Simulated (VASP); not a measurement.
Crystal: InReSb2Te.

```
CELL_PARAMETERS angstrom
4.86563 0.00000 0.00000
0.00000 4.86563 0.00000
0.00000 0.00000 5.78726
ATOMIC_POSITIONS crystal
In 0.50000 0.50000 0.50000
Re 0.50000 0.50000 0.00000
Sb 0.00000 0.50000 0.41965
Sb 0.50000 0.00000 0.58035
Te 0.00000 0.00000 0.50000
```

```yaml
Program: VASP 6.6.1
Task: relaxation of cell and atoms
Functional: PBE
Potentials_or_basis: VASP PAW PBE potentials, release 64 (In_d, Re, Sb, Te)
Cutoff: 600 eV
k_mesh: 4 × 4 × 3
Occupations: gaussian, width 0.2 eV
Spin: no spin polarisation
```

At the start: pressure 34.8 GPa; volume 27.40 Å³/atom.

Problem. Where does the relaxation end?

Solution. Over 27 steps the energy falls by 2810.7 meV/atom and the volume is 28.15 Å³/atom (+2.7 %); space group P-4m2 (No. 115, to 0.05 Å).

The path:
| step | energy change (eV) | largest force (eV/Å) | pressure (GPa) | volume (Å³) |
| --- | --- | --- | --- | --- |
| 1 | 0.0000 | 5.3569 | 34.78 | 137.01 |
| 2 | -5.0154 | 0.2864 | -6.39 | 275.80 |
| 3 | -7.8357 | 1.2801 | -3.48 | 198.62 |
| 4 | -7.8374 | 1.3149 | -3.26 | 197.30 |
| 5 | -7.8359 | 1.3495 | -3.03 | 196.00 |
| 6 | -8.4836 | 1.4556 | -1.16 | 179.95 |
| 7 | -8.5369 | 1.4656 | 0.04 | 174.69 |
| 8 | -8.8217 | 1.6577 | 0.47 | 170.58 |
| 9 | -9.8179 | 2.0780 | 1.51 | 158.57 |
| 10 | -12.0033 | 2.0957 | 5.39 | 136.04 |
| 11 | -6.7388 | 0.1991 | 70.94 | 96.71 |
| 12 | -12.5726 | 1.7822 | 10.34 | 126.92 |
| 13 | -12.4744 | 0.6749 | 21.22 | 116.50 |
| 14 | -12.6973 | 1.2227 | 14.60 | 121.88 |
| 15 | -12.7686 | 1.1099 | 14.57 | 121.82 |
| 16 | -12.9468 | 0.8596 | 14.61 | 121.62 |
| 17 | -13.1629 | 0.3726 | 15.27 | 121.20 |
| 18 | -12.9498 | 0.4745 | 18.38 | 120.24 |
| 19 | -13.1890 | 0.0021 | 16.07 | 120.92 |
| 20 | -13.4110 | 0.0167 | 13.34 | 123.34 |
| 21 | -13.8639 | 0.0616 | 6.43 | 130.78 |
| 22 | -14.0014 | 0.1151 | -2.78 | 146.55 |
| 23 | -14.0514 | 0.1027 | -0.42 | 141.42 |
| 24 | -14.0520 | 0.1005 | -0.07 | 140.75 |
| 25 | -14.0523 | 0.0973 | -0.06 | 140.75 |
| 26 | -14.0529 | 0.0876 | -0.05 | 140.75 |
| 27 | -14.0536 | 0.0680 | -0.01 | 140.74 |

Final structure:
```
In Re Sb Te
1.0
     5.09840    0.00000    0.00000
     0.00000    5.09840    0.00000
     0.00000    0.00000    5.41455
In Re Sb Te
1 1 2 1
Direct
  0.50000 0.50000 0.50000
  0.50000 0.50000 0.00000
  0.00000 0.50000 0.07902
  0.50000 0.00000 0.92098
  0.00000 0.00000 0.50000
```

Caveat: the k points lie up to 0.39 Å⁻¹ apart in the final cell; the relaxation stopped at a loose force limit of 0.08 eV/Å, so its end isn't a converged minimum.
